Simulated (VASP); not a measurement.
# Zr4W (P4/mmm) in VASP: single point with PBE

Aim: the single point of Zr4W with PBE.

Everything below comes from runs of VASP 6.6.1. Logs are shortened: lines on timing, memory, paths and dates and some standing lists are left out, and cuts for length are marked.

## 1. The cell of the first run

It takes space group P4/mmm (No. 123, tetragonal). The conventional cell has a = 3.658 Å, b = 3.658 Å, c = 8.780 Å, α = 90.00°, β = 90.00°, γ = 90.00°. Zr (site symmetry 4/mmm) has 4 Zr at 2.59 Å within 3.4 Å. Within 4.0 Å of Zr (site symmetry 4mm) lie 10 Zr at 2.91 to 3.91 Å and 4 W at 2.97 Å. Zr (site symmetry 4/mmm) has 6 Zr at 2.59 to 2.93 Å within 3.4 Å. Within 3.9 Å of W (site symmetry 4/mmm) lie 8 Zr at 2.97 Å and 4 W at 3.66 Å.

The cell was generated, and may not be a known phase.

## 2. Single point, PBE

The input, INCAR:

```
PREC     = Accurate       # precision mode
ENCUT    = 520            # plane-wave cutoff, eV
EDIFF    = 1E-7           # SCF threshold, eV
ISMEAR   = 0              # smearing method
SIGMA    = 0.1            # smearing width, eV
LREAL    = False          # projectors in reciprocal space
LASPH    = True           # aspherical terms in the spheres
NELM     = 80             # most SCF steps
ALGO     = Fast           # electronic algorithm
ISIF     = 2              # what is computed and relaxed
LWAVE    = False          # write WAVECAR
LCHARG   = False          # write CHGCAR
GGA      = PE             # functional
NBANDS   = 39             # bands
```

The input, KPOINTS:

```
Automatic mesh
0
Gamma
  10 10 6
```

The input, POSCAR:

```
Zr4W
1.0
    3.6576661801      0.0000000000      0.0000000000
    0.0000000000      3.6576661801      0.0000000000
    0.0000000000      0.0000000000      8.7800843351
Zr W
4 1
Direct
    0.5000000000      0.5000000000      0.0000000000
    0.0000000000      0.0000000000      0.3340296197
    0.0000000000      0.0000000000      0.6659703803
    0.0000000000      0.0000000000      0.0000000000
    0.5000000000      0.5000000000      0.5000000000
```

Potentials or basis: VASP PAW PBE potentials, release 64 (Zr_sv, W_sv).

On the command line:

```console
$ cat potpaw_PBE.64/Zr_sv/POTCAR potpaw_PBE.64/W_sv/POTCAR > POTCAR
$ mpirun -np 1 vasp_std > vasp.out
```

OUTCAR:

```text
PREC = Accurate
   ENCUT = 520
   EDIFF = 1E-7
   ISMEAR = 0
   LREAL = False
   LASPH = True
   NELM = 80
   ISIF = 2
   GGA = PE

 ion  position               nearest neighbor table
   1  0.500  0.500  0.000-   4 2.59   4 2.59   4 2.59   4 2.59
   2  0.000  0.000  0.334-   3 2.91   4 2.93   5 2.97   5 2.97   5 2.97   5 2.97
   3  0.000  0.000  0.666-   2 2.91   4 2.93   5 2.97   5 2.97   5 2.97   5 2.97
   4  0.000  0.000  0.000-   1 2.59   1 2.59   1 2.59   1 2.59   3 2.93   2 2.93
   5  0.500  0.500  0.500-   2 2.97   3 2.97   2 2.97   3 2.97   2 2.97   3 2.97   2 2.97   3 2.97

  LATTYP: Found a simple tetragonal cell.
 ALAT       =     3.6576661801
 C/A-ratio  =     2.4004608137

  Lattice vectors:

 A1 = (   3.6576661801,   0.0000000000,   0.0000000000)
 A2 = (   0.0000000000,   3.6576661801,   0.0000000000)
 A3 = (   0.0000000000,   0.0000000000,   8.7800843351)

Analysis of symmetry for initial positions (statically):
=====================================================================
 Subroutine PRICEL returns:
 Original cell was already a primitive cell.

 Routine SETGRP: Setting up the symmetry group for a
 simple tetragonal supercell.

 Subroutine GETGRP returns: Found 16 space group operations
 (whereof 16 operations were pure point group operations)
 out of a pool of 16 trial point group operations.

The static configuration has the point symmetry D_4h.

Analysis of symmetry for dynamics (positions and initial velocities):
=====================================================================
 Subroutine PRICEL returns:
 Original cell was already a primitive cell.

 Routine SETGRP: Setting up the symmetry group for a
 simple tetragonal supercell.

 Subroutine GETGRP returns: Found 16 space group operations
 (whereof 16 operations were pure point group operations)
 out of a pool of 16 trial point group operations.

The dynamic configuration has the point symmetry D_4h.

 Subroutine INISYM returns: Found 16 space group operations
 (whereof 16 operations are pure point group operations),
 and found     1 'primitive' translations

----------------------------------------------------------------------------------------

                                     Primitive cell

  volume of cell :     117.4646

  direct lattice vectors                    reciprocal lattice vectors
     3.657666180  0.000000000  0.000000000     0.273398378  0.000000000  0.000000000
[... 88 lines left out ...]
   LSORBIT =      F    spin-orbit coupling
   LASPH  =      T    aspherical Exc in radial PAW
   ENCUT  =  520.0 eV  38.22 Ry    6.18 a.u.   6.80  6.80 16.33*2*pi/ulx,y,z
   NELM   =     80;   NELMIN=  2; NELMDL= -5     # of ELM steps
   EDIFF  = 0.1E-06   stopping-criterion for ELM
   LREAL  =      F    real-space projection
   EDIFFG = 0.1E-05   stopping-criterion for IOM
   NSW    =      0    number of steps for IOM
   IBRION =     -1    ionic relax: 0-MD 1-quasi-New 2-CG
   NFREE  =      0    steps in history (QN), initial steepest desc. (CG)
   ISIF   =      2    stress and relaxation
   ISYM   =      2    0-nonsym 1-usesym 2-fastsym
   POTIM  = 0.5000    time-step for ionic-motion
   TEBEG  =    0.0;   TEEND  =   0.0 temperature during run
   PSTRESS=    0.0 pullay stress
   NELECT =      62.0000    total number of electrons
   NUPDOWN=      -1.0000    fix difference up-down
   EMIN   =  10.00;   EMAX   =-10.00  energy-range for DOS
   EFERMI =   0.00;   METHOD = LEGACY
   ISMEAR =     0;   SIGMA  =   0.10  broadening in eV -4-tet -1-fermi 0-gaus
   EFERMI_NEDOS =   21; number of points for ismear=-14 and -15
   IALGO  =     68    algorithm
   IMIX   =      4    mixing-type and parameters
     AMIX     =   0.40;   BMIX     =  1.00
     AMIX_MAG =   1.60;   BMIX_MAG =  1.00
  volume/ion in A,a.u.               =      23.49       158.54
  Fermi-wavevector in a.u.,A,eV,Ry     =   1.323030  2.500165 23.815762  1.750409
  Thomas-Fermi vector in A             =   2.452668
   LORBIT       =      0    0 simple, 1 ext, 2 COOP (PROOUT), +10 PAW based schemes
   GGA     = PE    functional components
   LHFCALC =     F    Hartree Fock is set to
   AEXX    =    0.0000 exact exchange contribution
   IVDW    =     0    specifies the selected vdW correction
   LEPSILON=     F    determine dielectric tensor
   LRPA    =     F    only Hartree local field effects (RPA)
 non-spin polarized calculation
 RMM-DIIS sequential band-by-band and
 Gauss-broadening in eV      SIGMA  =   0.10
  energy-cutoff  :      520.00
  volume of cell :      117.46
 maximum number of plane-waves:      3224
 NGX is ok and might be reduce to    28
   NGX = 13   NGY = 13   NGZ = 33

 number of electron      62.0000002 magnetization

 Free energy of the ion-electron system (eV)
  ---------------------------------------------------
  ext. energy  EPLUGINS =         0.00000000
  ---------------------------------------------------
  free energy    TOTEN  =       -42.90491936 eV

  energy without entropy =      -42.88146462  energy(sigma->0) =      -42.89319199

 E-fermi :   7.9288     XC(G=0): -10.9661

 val. band max:        7.9195042316   @ k =   0.1000   0.0000   0.5000
 cond. band min:       7.9384514049   @ k =   0.1000   0.0000   0.0000
 fundamental gap:      0.0189471733
 Fermi energy:         7.9287918042

 k-point     1 :       0.0000    0.0000    0.0000
  band No.  band energies     occupation
      1     -65.3498      2.00000
      2     -40.7467      2.00000
      3     -40.6750      2.00000
      4     -40.5575      2.00000
      5     -39.5729      2.00000
      6     -29.5554      2.00000
[... 997 lines left out ...]
     38      10.3788      0.00000
     39      10.8868      0.00000

 [... further k-points ...]
[... 5 lines left out ...]
  --------------------------------------------------------------------------------------
  -------------------------------------------------------------------------------------
  Total        0.0784506      0.0784506      0.0093459      0.0000000      0.0000000     -0.0000000
  in kB        1.0700397      1.0700397      0.1274747      0.0000000      0.0000000     -0.0000000
  external PRESSURE =       0.7558514 kB  Pullay stress =       0.0000000 kB

 VOLUME and BASIS-vectors are now :
 -----------------------------------------------------------------------------
  energy-cutoff  :      520.00
  volume of cell :      117.46
      direct lattice vectors                 reciprocal lattice vectors
     3.657666180  0.000000000  0.000000000     0.273398378  0.000000000  0.000000000
     0.000000000  3.657666180  0.000000000     0.000000000  0.273398378  0.000000000
     0.000000000  0.000000000  8.780084335     0.000000000  0.000000000  0.113894122

 POSITION                                       TOTAL-FORCE (eV/Angst)
 -----------------------------------------------------------------------------------
      1.82883      1.82883      0.00000         0.000000      0.000000      0.000000
      0.00000      0.00000      2.93281        -0.000000      0.000000      0.003153
      0.00000      0.00000      5.84728         0.000000      0.000000     -0.003153
      0.00000      0.00000      0.00000         0.000000      0.000000      0.000000
      1.82883      1.82883      4.39004         0.000000      0.000000      0.000000
 -----------------------------------------------------------------------------------
    total drift:                                0.000000      0.000000      0.000000

  FREE ENERGIE OF THE ION-ELECTRON SYSTEM (eV)
  ---------------------------------------------------
  free  energy   TOTEN  =       -42.9049193580 eV

  energy  without entropy=      -42.8814646195  energy(sigma->0) =      -42.89319199
```

stdout:

```text
POSCAR found type information on POSCAR ZrW
 POSCAR found :  2 types and       5 ions
 scaLAPACK will be used
[... 33 lines left out ...]
 num prob  num prob  num prob  num prob  num prob  num prob WARNING in EDDRMM: call to ZHEGV failed, returncode =   8  4     18
 num prob  num prob  num prob  num prob  num prob  num prob WARNING in EDDRMM: call to ZHEGV failed, returncode =   8  4     18
 num prob  num prob  num prob  num prob  num prob  num prob  num prob  num prob  num prob  num prob  num prob  num prob  num prob  num prob  num prob  num prob  num prob  num prob  num
```

Wall time 17 min (1 thread of Intel Xeon Platinum 8259CL at 2.50GHz (Skylake/Cascade Lake), shared host); peak memory 0.45 GiB.

What came out:

| Property | Result |
| --- | --- |
| Free energy | -42.9049 eV |
| Pressure | 0.1 GPa |
| Largest force | 0.003 eV/Å |
| Band gap on the k mesh | zero (bands 31 and 32 overlap by 0.64 eV) |

Forces in eV/Å, atoms in the order of the input:
```
Zr   0.000  0.000  0.000
Zr   0.000  0.000  0.003
Zr   0.000  0.000 -0.003
Zr   0.000  0.000  0.000
W    0.000  0.000  0.000
```

Caveat: spin-orbit coupling is left out, which moves the levels of the heavy elements.
